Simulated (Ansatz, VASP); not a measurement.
**Hf in VASP and in Ansatz**

File INCAR:

```
SYSTEM = Hf
PREC = Accurate ; ENCUT = 600
EDIFF = 1E-6 ; ISMEAR = -1
SIGMA = 0.05 ; LREAL = .False.
LASPH = .True. ; NELM = 60
ALGO = Normal ; ISIF = 3
LWAVE = .False. ; LCHARG = .False.
GGA = B5 ; ALDAX = 1.0
AGGAX = 1.0 ; AGGAC = 1.0
ALDAC = 0.0 ; IVDW = 12
VDW_S6 = 1.0 ; VDW_S8 = 2.6996
VDW_A1 = 0.4298 ; VDW_A2 = 4.2359
IBRION = 2 ; NSW = 60
EDIFFG = -0.01
```

File KPOINTS:

```
regular mesh
0
Gamma
  10 10 10
  0 0 0
```

The input POSCAR:

```
Hf
1.0
   -1.8050000000      1.8050000000      1.8050000000
    1.8050000000     -1.8050000000      1.8050000000
    1.8050000000      1.8050000000     -1.8050000000
Hf
1
Direct
    0.0000000000      0.0000000000      0.0000000000
```

File input.yaml:

```yaml
crystal:
  lattice:
    - [-1.805, 1.805, 1.805]
    - [1.805, -1.805, 1.805]
    - [1.805, 1.805, -1.805]
  atoms:
    - { symbol: Hf, position: [0.0, 0.0, 0.0] }
hamiltonian:
  xc: blyp
  pseudopotentials: { kind: paw }
  dispersion: d3bj
kpoints:
  mp_grid: { grid: [10, 10, 10] }
scf:
  occupations: { method: fermi_dirac, width: 0.05 }
output:
  forces: true
  stress: true
  eigenvalues: true
relax:
  f_tol: 0.01
  max_steps: 40
  cell: { stress_tol: 0.05 }
```

Alike in both runs: task relaxation of cell and atoms; functional BLYP; dispersion D3(BJ); k mesh 10 × 10 × 10; occupations fermi-dirac, width 0.05 eV; no spin polarisation.

```csv
,VASP,Ansatz
version,VASP 6.6.1,Ansatz 0.2.0
potentials or method,"VASP PAW PBE potentials, release 64 (Hf_pv)",Ansatz PAW
plane-wave cutoff (eV),600,420
valence electrons in the cell,10,26
```

Ansatz gave:

| Property | Result |
| --- | --- |
| gap on the k mesh at the Fermi level, each at its own relaxed structure (eV) | none |
| relaxed volume (Å³/atom) | 20.97 |
| relaxed cell length with the largest relative difference (Å) | 3.009 |

**Question.** Which values does VASP return?

**Answer.** gap on the k mesh at the Fermi level, each at its own relaxed structure (eV): none; relaxed volume (Å³/atom): 21.00; relaxed cell length with the largest relative difference (Å): 3.010.

VASP's potentials were made for PBE, not for BLYP. A gap of «none» marks a metal or a gap that the smearing closes. VASP's potentials hold 10 valence electrons a cell and Ansatz's 26, so a difference there can come from the potentials and not from the codes.

Spin-orbit coupling is off throughout. Noted on Ansatz's run: the plane-wave basis is chosen anew once the cell has moved, so the energies of steps on either side of that aren't comparable.
